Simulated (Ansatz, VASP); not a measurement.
# In in VASP and in Ansatz

```
In
1.0
     3.37691    0.00000    0.00000
     0.24723    3.36784    0.00000
    -1.81207   -1.68392    2.29876
In
1
Direct
  0.00000 0.00000 0.00000
```

Alike in both runs: task single point; functional LDA; k mesh 10 × 10 × 10; occupations fermi-dirac, width 0.1 eV; no spin polarisation.

|  | VASP | Ansatz |
| --- | --- | --- |
| version | VASP 6.6.1 | Ansatz 0.2.0 |
| potentials or method | VASP PAW LDA potentials, release 64 (In_d) | plane waves, PAW |
| plane-wave cutoff (eV) | 520 | 420 |
| valence electrons in the cell | 13 | 13 |

```tsv
	VASP	Ansatz	Ansatz less VASP
pressure (GPa)	-2.6	-2.6	0.00
traceless stress, the component that is largest in VASP (GPa)	-0.98	-0.98	+0.003
```

LDA's correlation is that of Perdew and Zunger in VASP and of Perdew and Wang (1992) in Ansatz.
